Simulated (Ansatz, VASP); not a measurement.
Two plane-wave programs on ZnSe

```
Zn Se
1.0
     4.02612    0.00000    0.00000
     0.00000    4.02612    0.00000
     0.00000    0.00000    5.52864
Zn Se
2 2
Direct
  0.00000 0.00000 0.00000
  0.50000 0.50000 0.00000
  0.00000 0.50000 0.32243
  0.50000 0.00000 0.67757
```

Alike in both runs: task single point; functional PBEsol; k mesh 8 × 8 × 6; occupations gaussian, width 0.05 eV; no spin polarisation.

```csv
,VASP,Ansatz
version,VASP 6.6.1,Ansatz 0.2.0
potentials or method,"VASP PAW PBE potentials, release 64 (Zn, Se), cutoff 520 eV","scalar-relativistic, plane waves, PAW"
valence electrons in the cell,36,56
```

|  | VASP | Ansatz | Ansatz less VASP |
| --- | --- | --- | --- |
| gap on the k mesh at the Fermi level (eV) | 0.55 | 0.54 | -0.004 |
| least direct gap on the mesh (eV) | 0.55 | 0.54 | -0.004 |
| pressure (GPa) | -7.6 | -7.8 | -0.18 |
| traceless stress, the component that is largest in VASP (GPa) | -5.56 | -5.60 | -0.042 |
| rms of the force components (eV/Å) | 0.959 | 0.969 | +0.0105 |

VASP's potentials were made for PBE, not for PBEsol, and Ansatz warns of the same on its side. Atom by atom the forces differ by 0.011 eV/Å (rms over components). VASP's potentials hold 36 valence electrons a cell and Ansatz's 56, so a difference there can come from the potentials and not from the codes.
